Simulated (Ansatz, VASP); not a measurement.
N in VASP and in Ansatz

INCAR

```
PREC = Accurate
ENCUT = 520
EDIFF = 1E-7
ISMEAR = 0
SIGMA = 0.05
LREAL = F
LASPH = T
NELM = 150
ALGO = Normal
ISIF = 2
LWAVE = F
LCHARG = F
ISPIN = 2
MAGMOM = 3.18 3.18
LORBIT = 11
NBANDS = 16
```

KPOINTS

```
Automatic mesh
0
Gamma
  12 12 6
```

The input POSCAR:

```
N
1.0
    3.6290016496      0.0000000000      0.0000000000
   -1.8145008248      3.1428076190      0.0000000000
    0.0000000000      0.0000000000      5.8900000000
N
2
Direct
    0.3333333333      0.6666666667      0.2500000000
    0.6666666667      0.3333333333      0.7500000000
```

Input for Ansatz:

```yaml
crystal:
  lattice:
    - [3.6290016496, 0.0, 0.0]
    - [-1.8145008248, 3.142807619, 0.0]
    - [0.0, 0.0, 5.89]
  atoms:
    - { symbol: "N", position: [0.3333333333, 0.6666666667, 0.25], spin: 3.18 }
    - { symbol: "N", position: [0.6666666667, 0.3333333333, 0.75], spin: 3.18 }
basis:
  ecutwfc: 420
kpoints:
  mp_grid: { grid: [12, 12, 6] }
hamiltonian:
  xc: lda
scf:
  occupations: { method: gaussian, width: 0.05 }
output:
  forces: true
  stress: true
  eigenvalues: true
  populations: true
  write_density: true
  write_potential: true
  elf: true
  volumetric_format: npy
magnetization:
  spin_polarized: true
```

Alike in both runs: task single point; functional LDA; k mesh 12 × 12 × 6; occupations gaussian, width 0.05 eV; collinear spin.

|  | VASP | Ansatz |
| --- | --- | --- |
| version | VASP 6.6.1 | Ansatz 0.2.0 |
| potentials or method | VASP PAW LDA potentials, release 64 (N), cutoff 520 eV | scalar-relativistic, plane waves, PAW |
| valence electrons in the cell | 10 | 10 |

Ansatz gave:

- gap on the k mesh at the Fermi level (eV): 2.24
- least direct gap on the mesh (eV): 2.24
- pressure (GPa): -0.3
- net moment per atom (μB): 3.00
- size of the moment on the site where the two differ most (μB): 2.89

Which values does VASP return?

gap on the k mesh at the Fermi level (eV): 2.11; least direct gap on the mesh (eV): 2.11; pressure (GPa): -0.4; net moment per atom (μB): 3.00; size of the moment on the site where the two differ most (μB): 1.93.

LDA's correlation is that of Perdew and Zunger in VASP and of Perdew and Wang (1992) in Ansatz. Site moments also hang on the region over which each program counts them.
